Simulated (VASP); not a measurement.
P: single point with PBE

P:

```xyz
6
Lattice="4.5906 0.0000 0.0000 0.0000 4.5906 0.0000 0.0000 0.0000 5.7512" Properties=species:S:1:pos:R:3 pbc="T T T"
P     0.0000    0.0000    1.4378
P     0.0000    0.0000    4.3134
P     3.0910    0.8775    2.8756
P     1.4996    3.7131    2.8756
P     3.7131    3.0910    0.0000
P     0.8775    1.4996    0.0000
```

The cell was generated, and may not be a known phase.

```
Program             : VASP 6.6.1
Task                : single point
Functional          : PBE
Potentials or basis : VASP PAW PBE potentials, release 64 (P)
Cutoff              : 520 eV
k mesh              : 6 × 6 × 4
Occupations         : gaussian, width 0.1 eV
Spin                : no spin polarisation
```

The pressure is -0.3 GPa and the largest force is 0.069 eV/Å. The band gap on the k mesh is zero (bands 15 and 16 overlap by 1.48 eV).

Forces on the atoms (eV/Å):
```
P    0.000  0.000  0.000
P    0.000  0.000  0.000
P   -0.018 -0.067  0.000
P    0.018  0.067  0.000
P    0.067 -0.018  0.000
P   -0.067  0.018  0.000
```

Levels at points of the mesh, in eV from the Fermi level:
```
           k point  band 11  band 12  band 13  band 14  band 15  band 16  band 17  band 18  band 19  band 20
(0.00, 0.00, 0.00)    -3.59    -3.35    -3.35    -2.96    -1.49     0.08     0.08     1.87     1.92     1.98
(0.50, 0.00, 0.00)    -3.84    -3.26    -2.73    -2.50    -0.64     0.39     0.40     1.22     2.25     2.50
(0.50, 0.50, 0.00)    -5.47    -3.03    -1.28    -1.28     0.96     1.70     1.89     2.64     2.64     3.06
(0.00, 0.00, 0.50)    -4.02    -4.02    -2.41    -2.41     0.33     0.33     0.93     0.93     2.29     2.29
(0.50, 0.00, 0.50)    -4.07    -3.50    -3.17    -2.43    -1.07     0.14     1.59     1.61     2.02     2.03
(0.50, 0.50, 0.50)    -3.53    -3.53    -1.22    -1.22     0.70     0.70     1.59     1.59     2.30     2.30
```

Wall time 33 s on 1 thread of Intel(R) Xeon(R) 6975P-C (Granite Rapids) (shared host), peak memory 0.25 GiB.
